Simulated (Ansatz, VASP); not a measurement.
## Se: VASP beside Ansatz

Contents of INCAR:

```
  ALGO = Normal
  EDIFF = 1E-7
  ENCUT = 520
  GGA = RE
  ISIF = 2
  ISMEAR = -1
  LASPH = T
  LCHARG = F
  LREAL = F
  LWAVE = F
  NBANDS = 13
  NELM = 80
  PREC = Accurate
  SIGMA = 0.1
```

The input KPOINTS:

```
k-points
0
Gamma
  10 10 10
```

Contents of POSCAR:

```
Se
1.0
    0.0000000000      3.3193771740      3.3193771740
    3.3193771740      0.0000000000      3.3193771740
    3.3193771740      3.3193771740      0.0000000000
Se
2
Direct
    0.1250000000      0.1250000000      0.1250000000
    0.8750000000      0.8750000000      0.8750000000
```

Input for Ansatz:

```yaml
crystal:
  lattice:
    - [0.0, 3.319377174, 3.319377174]
    - [3.319377174, 0.0, 3.319377174]
    - [3.319377174, 3.319377174, 0.0]
  atoms:
    - { symbol: Se, position: [0.125, 0.125, 0.125] }
    - { symbol: Se, position: [0.875, 0.875, 0.875] }
hamiltonian:
  xc: revpbe
  pseudopotentials:
    kind: paw
    azcp:
      Se: "pseudopotentials/Se.paw.azcp"
basis:
  ecutwfc: 420
  fft_grid_basis: typed
kpoints:
  mp_grid: { grid: [10, 10, 10], shift: [0, 0, 0] }
magnetization:
  spin_polarized: false
scf:
  occupations: { method: fermi_dirac, width: 0.1 }
  lower_state_search: "off"
output:
  stress: true
```

Alike in both runs: task single point; functional revPBE; k mesh 10 × 10 × 10; occupations fermi-dirac, width 0.1 eV; no spin polarisation.

|  | VASP | Ansatz |
| --- | --- | --- |
| version | VASP 6.6.1 | Ansatz 0.2.0 |
| potentials or method | VASP PAW PBE potentials, release 64 (Se), cutoff 520 eV | plane waves (420 eV) with PAW, scalar-relativistic |
| valence electrons in the cell | 12 | 32 |

```tsv
	VASP	Ansatz	Ansatz less VASP
pressure (GPa)	-3.2	-3.2	+0.01
```

VASP's potentials were made for PBE, not for revPBE. With one functional, cell and mesh, what is left measures potentials, basis and numerics. VASP's potentials hold 12 valence electrons a cell and Ansatz's 32, so a difference there can come from the potentials and not from the codes.
